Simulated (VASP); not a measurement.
Runs of VASP 6.6.1 on GaSb. The structure is that of space group F-43m (No. 216), or close to it. The cells are those of the table. 

```tsv
cell	smearing	gap on the mesh (eV)	pressure (GPa)
a = 4.282 Å, angles 60.0°, 2 atoms	methfessel-paxton 0.01 eV	(a)	4.2
a = 4.369 Å, angles 60.0°, 2 atoms	methfessel-paxton 0.01 eV	none	1.0
a = 4.238 Å, angles 60.0°, 2 atoms	methfessel-paxton 0.01 eV	0.49	6.3
a = 4.411 Å, angles 60.0°, 2 atoms	methfessel-paxton 0.01 eV	none	-0.4
a = 4.326 Å, angles 60.0°, 2 atoms	methfessel-paxton 0.0054 eV	0.03	(b)
```

Alike in all rows: task single point; level PBE; potentials or basis VASP PAW PBE potentials, release 64 (Ga_d, Sb); no spin polarisation; k mesh 6 × 6 × 6; cutoff (eV) 500.

Task: Fill in the values left out.

Result: (a) 0.25; (b) 2.3.

Caveats: spin-orbit coupling is left out, which moves the levels of the heavy elements.

A k mesh can miss the band edges, and the runs leave out spin-orbit coupling on Ga, Sb.

A gap of «none» marks levels without a gap at the run's occupations.
